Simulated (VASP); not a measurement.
The system is PBr.

```
CELL_PARAMETERS angstrom
4.93856 0.00000 0.00000
-2.06239 5.19450 0.00000
-0.69678 -0.65377 6.23326
ATOMIC_POSITIONS crystal
Br 0.66580 0.85501 0.24276
Br 0.33420 0.14499 0.75724
P 0.64072 0.49976 0.63187
P 0.35928 0.50024 0.36813
```

Base run:

```yaml
Program: VASP 6.6.1
Functional: BLYP
Potentials_or_basis: VASP PAW PBE potentials, release 64 (Br, P)
Cutoff: 520 eV
k_mesh: 4 × 3 × 3
Occupations: fermi-dirac, width 0.05 eV
Spin: no spin polarisation
```

Its results: band gap on the k mesh 1.61 eV, direct; pressure 1.4 GPa; largest force 0.352 eV/Å.

After a change of settings the same cell gave: band gap on the k mesh 1.63 eV, direct; pressure 0.1 GPa; largest force 0.096 eV/Å. Which change was it?
A. functional from BLYP to r2SCAN
B. functional from BLYP to PBE
C. functional from BLYP to RPBE
D. functional from BLYP to PBEsol; further incar settings from ALGO = Normal; EDIFF = 1e-07; NBANDS = 20 to ALGO = Normal; EDIFF = 1e-06; NBANDS = 20

B.

PBE binds more tightly than BLYP, so the same cell stands under less pressure.

Caveats: the PAW data sets were made with another functional, which shifts forces and pressure a little (some runs).
